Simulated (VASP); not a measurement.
# ScZn (Pm-3m) in VASP: notebook

Runs on ScZn. Level: LDA. Tasks: single point.

Everything below comes from runs of VASP 6.6.1. Logs are shortened: lines on timing, memory, paths and dates and some standing lists are left out, and cuts for length are marked.

### 1 The cell of the first run

The structure is cubic, space group Pm-3m (No. 221). Conventional cell: a = 3.224 Å, b = 3.224 Å, c = 3.224 Å, α = 90.00°, β = 90.00°, γ = 90.00°. Sc (site symmetry m-3m) has 8 Zn at 2.79 Å and 6 Sc at 3.22 Å within 3.7 Å. Within 3.7 Å of Zn (site symmetry m-3m) lie 8 Sc at 2.79 Å and 6 Zn at 3.22 Å.

### 2 Single point, LDA

The input, INCAR:

```
PREC     = Accurate       # precision mode
ENCUT    = 520            # plane-wave cutoff, eV
EDIFF    = 1E-6           # SCF threshold, eV
ISMEAR   = -1             # smearing method
SIGMA    = 0.15           # smearing width, eV
LREAL    = False          # projectors in reciprocal space
LASPH    = True           # aspherical terms in the spheres
NELM     = 100            # most SCF steps
ALGO     = Normal         # electronic algorithm
ISIF     = 2              # what is computed and relaxed
LWAVE    = False          # write WAVECAR
LCHARG   = False          # write CHGCAR
GGA      = CA             # functional
NBANDS   = 18             # bands
```

The input, KPOINTS:

```
regular mesh
0
Gamma
  14 14 14
```

The input, POSCAR:

```
ScZn
1.0
    3.2236197376      0.0000000000      0.0000000000
    0.0000000000      3.2236197376      0.0000000000
    0.0000000000      0.0000000000      3.2236197376
Sc Zn
1 1
Direct
    0.0000000000      0.0000000000      0.0000000000
    0.5000000000      0.5000000000      0.5000000000
```

Potentials or basis: VASP PAW LDA potentials, release 64 (Sc_sv, Zn).

Run with:

```sh
cat potpaw_LDA.64/Sc_sv/POTCAR potpaw_LDA.64/Zn/POTCAR > POTCAR
mpirun -np 1 vasp_std > vasp.out
```

OUTCAR:

```text
PREC = Accurate
   ENCUT = 520
   EDIFF = 1E-6
   ISMEAR = -1
   LREAL = False
   LASPH = True
   NELM = 100
   ISIF = 2
   GGA = CA

 ion  position               nearest neighbor table
   1  0.000  0.000  0.000-   2 2.79   2 2.79   2 2.79   2 2.79   2 2.79   2 2.79   2 2.79   2 2.79

   2  0.500  0.500  0.500-   1 2.79   1 2.79   1 2.79   1 2.79   1 2.79   1 2.79   1 2.79   1 2.79

  LATTYP: Found a simple cubic cell.
 ALAT       =     3.2236197376

  Lattice vectors:

 A1 = (   3.2236197376,   0.0000000000,   0.0000000000)
 A2 = (   0.0000000000,   3.2236197376,   0.0000000000)
 A3 = (   0.0000000000,   0.0000000000,   3.2236197376)

Analysis of symmetry for initial positions (statically):
=====================================================================
 Subroutine PRICEL returns:
 Original cell was already a primitive cell.

 Routine SETGRP: Setting up the symmetry group for a
 simple cubic supercell.

 Subroutine GETGRP returns: Found 48 space group operations
 (whereof 48 operations were pure point group operations)
 out of a pool of 48 trial point group operations.

The static configuration has the point symmetry O_h .

Analysis of symmetry for dynamics (positions and initial velocities):
=====================================================================
 Subroutine PRICEL returns:
 Original cell was already a primitive cell.

 Routine SETGRP: Setting up the symmetry group for a
 simple cubic supercell.

 Subroutine GETGRP returns: Found 48 space group operations
 (whereof 48 operations were pure point group operations)
 out of a pool of 48 trial point group operations.

The dynamic configuration has the point symmetry O_h .

 Subroutine INISYM returns: Found 48 space group operations
 (whereof 48 operations are pure point group operations),
 and found     1 'primitive' translations

----------------------------------------------------------------------------------------

                                     Primitive cell

  volume of cell :      33.4990

  direct lattice vectors                    reciprocal lattice vectors
     3.223619738  0.000000000  0.000000000     0.310210286  0.000000000  0.000000000
     0.000000000  3.223619738  0.000000000     0.000000000  0.310210286  0.000000000
     0.000000000  0.000000000  3.223619738     0.000000000  0.000000000  0.310210286

  length of vectors
     3.223619738  3.223619738  3.223619738     0.310210286  0.310210286  0.310210286

  position of ions in fractional coordinates (direct lattice)
     0.000000000  0.000000000  0.000000000
     0.500000000  0.500000000  0.500000000

  ion indices of the primitive-cell ions
   primitive index   ion index
                 1           1
                 2           2

----------------------------------------------------------------------------------------

 KPOINTS: regular mesh

Automatic generation of k-mesh.
 Grid dimensions read from file:
 generate k-points for:   14   14   14

 Generating k-lattice:

  Cartesian coordinates                     Fractional coordinates (reciprocal lattice)
     0.022157878  0.000000000  0.000000000     0.071428571  0.000000000  0.000000000
     0.000000000  0.022157878  0.000000000     0.000000000  0.071428571  0.000000000
     0.000000000  0.000000000  0.022157878     0.000000000  0.000000000  0.071428571

  Length of vectors
     0.022157878  0.022157878  0.022157878

  Shift w.r.t. Gamma in fractional coordinates (k-lattice)
     0.000000000  0.000000000  0.000000000

 Subroutine IBZKPT returns following result:
 ===========================================

 Found    120 irreducible k-points:

 Following reciprocal coordinates:
            Coordinates               Weight
  0.000000  0.000000  0.000000      1.000000
  0.071429  0.000000  0.000000      6.000000
  0.142857  0.000000  0.000000      6.000000
  0.214286  0.000000  0.000000      6.000000
  0.285714  0.000000  0.000000      6.000000
  0.357143  0.000000  0.000000      6.000000
[... 16 lines left out ...]
  0.285714  0.214286  0.000000     24.000000
  0.357143  0.214286  0.000000     24.000000
 [... further k-points ...]
   k-points           NKPTS =    120   k-points in BZ     NKDIM =    120   number of bands    NBANDS=     18
   number of dos      NEDOS =    301   number of ions     NIONS =      2
   total plane-waves  NPLWV =  13824
   dimension x,y,z NGX =    24 NGY =   24 NGZ =   24
   dimension x,y,z NGXF=    48 NGYF=   48 NGZF=   48
   ions per type =               1   1
   NGX,Y,Z   is equivalent  to a cutoff of  12.38, 12.38, 12.38 a.u.
   NGXF,Y,Z  is equivalent  to a cutoff of  24.75, 24.75, 24.75 a.u.
 SYSTEM =  unknown system
   PREC   = accura    normal or accurate (medium, high low for compatibility)
   ISTART =      0    job   : 0-new  1-cont  2-samecut
   ICHARG =      2    charge: 1-file 2-atom 10-const
   ISPIN  =      1    spin polarized calculation?
   LNONCOLLINEAR =      F non collinear calculations
   LSORBIT =      F    spin-orbit coupling
   LASPH  =      T    aspherical Exc in radial PAW
   ENCUT  =  520.0 eV  38.22 Ry    6.18 a.u.   5.99  5.99  5.99*2*pi/ulx,y,z
   NELM   =    100;   NELMIN=  2; NELMDL= -5     # of ELM steps
   EDIFF  = 0.1E-05   stopping-criterion for ELM
   LREAL  =      F    real-space projection
   EDIFFG = 0.1E-04   stopping-criterion for IOM
   NSW    =      0    number of steps for IOM
   IBRION =     -1    ionic relax: 0-MD 1-quasi-New 2-CG
   NFREE  =      0    steps in history (QN), initial steepest desc. (CG)
   ISIF   =      2    stress and relaxation
   ISYM   =      2    0-nonsym 1-usesym 2-fastsym
   POTIM  = 0.5000    time-step for ionic-motion
   TEBEG  =    0.0;   TEEND  =   0.0 temperature during run
   PSTRESS=    0.0 pullay stress
   NELECT =      23.0000    total number of electrons
   NUPDOWN=      -1.0000    fix difference up-down
   EMIN   =  10.00;   EMAX   =-10.00  energy-range for DOS
   EFERMI =   0.00;   METHOD = LEGACY
   ISMEAR =    -1;   SIGMA  =   0.15  broadening in eV -4-tet -1-fermi 0-gaus
   EFERMI_NEDOS =   21; number of points for ismear=-14 and -15
   IALGO  =     38    algorithm
   IMIX   =      4    mixing-type and parameters
     AMIX     =   0.40;   BMIX     =  1.00
     AMIX_MAG =   1.60;   BMIX_MAG =  1.00
  volume/ion in A,a.u.               =      16.75       113.03
  Fermi-wavevector in a.u.,A,eV,Ry     =   1.444243  2.729224 28.379551  2.085838
  Thomas-Fermi vector in A             =   2.562560
   LORBIT       =      0    0 simple, 1 ext, 2 COOP (PROOUT), +10 PAW based schemes
   GGA     = CA    functional components
   LHFCALC =     F    Hartree Fock is set to
   AEXX    =    0.0000 exact exchange contribution
   IVDW    =     0    specifies the selected vdW correction
   LEPSILON=     F    determine dielectric tensor
   LRPA    =     F    only Hartree local field effects (RPA)
 non-spin polarized calculation
  energy-cutoff  :      520.00
  volume of cell :       33.50
 maximum number of plane-waves:       922
 NGX is ok and might be reduce to    24
   NGX = 11   NGY = 11   NGZ = 11

 number of electron      23.0000034 magnetization

 Free energy of the ion-electron system (eV)
  ---------------------------------------------------
  ext. energy  EPLUGINS =         0.00000000
  ---------------------------------------------------
  free energy    TOTEN  =        -9.45598780 eV

  energy without entropy =       -9.32958298  energy(sigma->0) =       -9.39278539

 E-fermi :   4.1579     XC(G=0): -11.6572

 val. band max:        4.1380317984   @ k =   0.1429   0.0714   0.0714
 cond. band min:       4.1591768496   @ k =   0.1429   0.1429   0.0000
 fundamental gap:      0.0211450512
 Fermi energy:         4.1579469928

 k-point     1 :       0.0000    0.0000    0.0000
  band No.  band energies     occupation
      1     -44.5241      2.00000
      2     -23.4020      2.00000
      3     -23.4020      2.00000
      4     -23.4020      2.00000
      5      -3.8953      2.00000
      6      -3.3448      2.00000
[... 10 lines left out ...]
     17      10.1090      0.00000
     18      10.1090      0.00000

 k-point     2 :       0.0714    0.0000    0.0000
  band No.  band energies     occupation
      1     -44.5227      2.00000
      2     -23.4163      2.00000
      3     -23.4008      2.00000
      4     -23.4008      2.00000
      5      -3.8109      2.00000
      6      -3.3389      2.00000
[... 10 lines left out ...]
     17      10.3732      0.00000
     18      10.3732      0.00000

 k-point     3 :       0.1429    0.0000    0.0000
  band No.  band energies     occupation
      1     -44.5190      2.00000
      2     -23.4561      2.00000
      3     -23.3975      2.00000
      4     -23.3975      2.00000
      5      -3.5701      2.00000
      6      -3.3225      2.00000
[... 10 lines left out ...]
     17      11.0155      0.00000
     18      11.0155      0.00000

 k-point     4 :       0.2143    0.0000    0.0000
  band No.  band energies     occupation
      1     -44.5135      2.00000
      2     -23.5132      2.00000
      3     -23.3928      2.00000
      4     -23.3928      2.00000
      5      -3.3171      2.00000
      6      -3.2987      2.00000
[... 10 lines left out ...]
     17      11.8523      0.00000
     18      11.8523      0.00000

 k-point     5 :       0.2857    0.0000    0.0000
  band No.  band energies     occupation
      1     -44.5075      2.00000
      2     -23.5759      2.00000
      3     -23.3875      2.00000
      4     -23.3875      2.00000
      5      -3.2722      2.00000
      6      -3.2261      2.00000
[... 10 lines left out ...]
     17      12.8026      0.00000
     18      12.8026      0.00000

 k-point     6 :       0.3571    0.0000    0.0000
  band No.  band energies     occupation
      1     -44.5020      2.00000
      2     -23.6318      2.00000
      3     -23.3828      2.00000
      4     -23.3828      2.00000
      5      -3.2482      2.00000
      6      -3.1694      2.00000
[... 307 lines left out ...]
 k-point    21 :       0.5000    0.1429    0.0000
  band No.  band energies     occupation
      1     -44.4921      2.00000
      2     -23.6753      2.00000
      3     -23.4281      2.00000
      4     -23.3734      2.00000
      5      -3.2128      2.00000
      6      -3.1141      2.00000
[... 10 lines left out ...]
     17      12.8805      0.00000
     18      14.7747      0.00000

 k-point    22 :       0.2143    0.2143    0.0000
  band No.  band energies     occupation
      1     -44.5032      2.00000
      2     -23.5064      2.00000
      3     -23.4948      2.00000
      4     -23.3832      2.00000
      5      -3.2659      2.00000
      6      -3.1300      2.00000
[... 10 lines left out ...]
     17      10.1455      0.00000
     18      12.9413      0.00000

 k-point    23 :       0.2857    0.2143    0.0000
  band No.  band energies     occupation
      1     -44.4973      2.00000
      2     -23.5619      2.00000
      3     -23.4929      2.00000
      4     -23.3778      2.00000
      5      -3.2477      2.00000
      6      -3.1449      2.00000
[... 10 lines left out ...]
     17      10.4899      0.00000
     18      13.5869      0.00000

 k-point    24 :       0.3571    0.2143    0.0000
  band No.  band energies     occupation
      1     -44.4920      2.00000
      2     -23.6158      2.00000
      3     -23.4867      2.00000
      4     -23.3729      2.00000
      5      -3.2322      2.00000
      6      -3.1650      2.00000
[... 10 lines left out ...]
     17      11.0470      0.00000
     18      14.2581      0.00000

 [... further k-points ...]
[... 5 lines left out ...]
  --------------------------------------------------------------------------------------
  -------------------------------------------------------------------------------------
  Total        0.7073846      0.7073846      0.7073846      0.0000000      0.0000000     -0.0000000
  in kB       33.8325512     33.8325512     33.8325512      0.0000000      0.0000000     -0.0000000
  external PRESSURE =      33.8325512 kB  Pullay stress =       0.0000000 kB

 VOLUME and BASIS-vectors are now :
 -----------------------------------------------------------------------------
  energy-cutoff  :      520.00
  volume of cell :       33.50
      direct lattice vectors                 reciprocal lattice vectors
     3.223619738  0.000000000  0.000000000     0.310210286  0.000000000  0.000000000
     0.000000000  3.223619738  0.000000000     0.000000000  0.310210286  0.000000000
     0.000000000  0.000000000  3.223619738     0.000000000  0.000000000  0.310210286

 POSITION                                       TOTAL-FORCE (eV/Angst)
 -----------------------------------------------------------------------------------
      0.00000      0.00000      0.00000         0.000000      0.000000      0.000000
      1.61181      1.61181      1.61181         0.000000      0.000000      0.000000
 -----------------------------------------------------------------------------------
    total drift:                                0.000000      0.000000     -0.000000

  FREE ENERGIE OF THE ION-ELECTRON SYSTEM (eV)
  ---------------------------------------------------
  free  energy   TOTEN  =        -9.4559878005 eV

  energy  without entropy=       -9.3295829819  energy(sigma->0) =       -9.39278539
```

It took 28 s on 1 thread of Intel Xeon Platinum 8488C (Sapphire Rapids), shared host; peak memory 0.18 GiB.

Results:

| Quantity | Value |
| --- | --- |
| Free energy | -9.4560 eV |
| Pressure | 3.4 GPa |

Levels at points of the mesh, in eV from the Fermi level:
```tsv
k point	band 10	band 11	band 12	band 13	band 14	band 15
(0.00, 0.00, 0.00)	-7.12	0.08	0.08	3.33	3.33	3.33
(0.50, 0.00, 0.00)	-4.47	-3.80	0.35	1.32	1.32	3.35
(0.50, 0.50, 0.00)	-3.77	-0.49	-0.49	0.37	2.41	2.41
(0.50, 0.50, 0.50)	-1.94	-1.94	-1.94	1.13	4.24	4.24
```

### 3 Single point, LDA

This run uses another cell than the first one, of 18.80 Å³/atom, 1.122 times its volume.

The input, INCAR:

```
SYSTEM = ScZn
PREC = Accurate
ENCUT = 500
EDIFF = 1E-6
ISMEAR = 0
SIGMA = 0.1
LREAL = .False.
LASPH = .True.
NELM = 120
ALGO = Normal
ISIF = 2
LWAVE = .False.
LCHARG = .False.
GGA = CA
NBANDS = 18
GGA_COMPAT = .False.
```

The input, KPOINTS:

```
regular mesh
0
Gamma
  6 6 6
  0 0 0
```

The input, POSCAR:

```
ScZn
1.0
    3.3500000000      0.0000000000      0.0000000000
    0.0000000000      3.3500000000      0.0000000000
    0.0000000000      0.0000000000      3.3500000000
Sc Zn
1 1
Direct
    0.0000000000      0.0000000000      0.0000000000
    0.5000000000      0.5000000000      0.5000000000
```

Potentials or basis: VASP PAW LDA potentials, release 64 (Sc_sv, Zn).

Run with:

```sh
cat potpaw_LDA.64/Sc_sv/POTCAR potpaw_LDA.64/Zn/POTCAR > POTCAR
mpirun -np 1 vasp_std > vasp.out
```

OUTCAR:

```text
SYSTEM = ScZn
   PREC = Accurate
   ENCUT = 500
   EDIFF = 1E-6
   ISMEAR = 0
   LREAL = .False.
   LASPH = .True.
   NELM = 120
   ISIF = 2
   GGA = CA

 ion  position               nearest neighbor table
   1  0.000  0.000  0.000-   2 2.90   2 2.90   2 2.90   2 2.90   2 2.90   2 2.90   2 2.90   2 2.90

   2  0.500  0.500  0.500-   1 2.90   1 2.90   1 2.90   1 2.90   1 2.90   1 2.90   1 2.90   1 2.90

  LATTYP: Found a simple cubic cell.
 ALAT       =     3.3500000000

  Lattice vectors:

 A1 = (   3.3500000000,   0.0000000000,   0.0000000000)
 A2 = (   0.0000000000,   3.3500000000,   0.0000000000)
 A3 = (   0.0000000000,   0.0000000000,   3.3500000000)

Analysis of symmetry for initial positions (statically):
=====================================================================
 Subroutine PRICEL returns:
 Original cell was already a primitive cell.

 Routine SETGRP: Setting up the symmetry group for a
 simple cubic supercell.

 Subroutine GETGRP returns: Found 48 space group operations
 (whereof 48 operations were pure point group operations)
 out of a pool of 48 trial point group operations.

The static configuration has the point symmetry O_h .
[... 153 lines left out ...]

  energy without entropy =       -9.34480569  energy(sigma->0) =       -9.35125836

 E-fermi :   3.4470     XC(G=0): -11.1009

 val. band max:        3.4419143738   @ k =   0.5000   0.3333   0.0000
 cond. band min:       3.4561521647   @ k =   0.1667   0.1667   0.1667
 fundamental gap:      0.0142377908
 Fermi energy:         3.4470332835

 k-point     1 :       0.0000    0.0000    0.0000
  band No.  band energies     occupation
      1     -45.6446      2.00000
      2     -24.5314      2.00000
      3     -24.5314      2.00000
      4     -24.5314      2.00000
      5      -4.1587      2.00000
      6      -3.8064      2.00000
[... 397 lines left out ...]
      5      -3.7214      2.00000
      6      -3.7214      2.00000
[... 10 lines left out ...]
     17       8.4688      0.00000
     18       8.4688      0.00000

------------------------ aborting loop because EDIFF is reached ----------------------------------------

  FORCE on cell =-STRESS in cart. coord.  units (eV):
  Direction    XX          YY          ZZ          XY          YZ          ZX
  --------------------------------------------------------------------------------------
  -------------------------------------------------------------------------------------
  Total       -1.4943272     -1.4943272     -1.4943272     -0.0000000      0.0000000     -0.0000000
  in kB      -63.6827585    -63.6827585    -63.6827585     -0.0000000      0.0000000     -0.0000000
  external PRESSURE =     -63.6827585 kB  Pullay stress =       0.0000000 kB

 VOLUME and BASIS-vectors are now :
 -----------------------------------------------------------------------------
  energy-cutoff  :      500.00
  volume of cell :       37.60
      direct lattice vectors                 reciprocal lattice vectors
     3.350000000  0.000000000  0.000000000     0.298507463  0.000000000  0.000000000
     0.000000000  3.350000000  0.000000000     0.000000000  0.298507463  0.000000000
     0.000000000  0.000000000  3.350000000     0.000000000  0.000000000  0.298507463

 POSITION                                       TOTAL-FORCE (eV/Angst)
 -----------------------------------------------------------------------------------
      0.00000      0.00000      0.00000         0.000000      0.000000      0.000000
      1.67500      1.67500      1.67500         0.000000      0.000000      0.000000
 -----------------------------------------------------------------------------------
    total drift:                                0.000000      0.000000     -0.000000

  FREE ENERGIE OF THE ION-ELECTRON SYSTEM (eV)
  ---------------------------------------------------
  free  energy   TOTEN  =        -9.3577110299 eV

  energy  without entropy=       -9.3448056930  energy(sigma->0) =       -9.35125836
```

It took 7.8 s on 1 thread of Intel Xeon 8259CL, shared host; peak memory 0.13 GiB.

What came out:

| Property | Result |
| --- | --- |
| Free energy | -9.3577 eV |
| Pressure | -6.4 GPa |

Levels at points of the mesh, in eV from the Fermi level:
```
           k point  band 9  band 10  band 11  band 12  band 13  band 14  band 15  band 16
(0.00, 0.00, 0.00)   -6.97    -6.97     0.04     0.04     2.83     2.83     2.83     5.37
(0.50, 0.00, 0.00)   -6.94    -4.43    -3.59     0.32     1.15     1.15     2.86     3.80
(0.50, 0.50, 0.00)   -6.80    -3.60    -0.55    -0.55     0.20     2.04     2.04     3.54
(0.50, 0.50, 0.50)   -6.79    -1.68    -1.68    -1.68     0.64     3.61     3.61     5.02
```
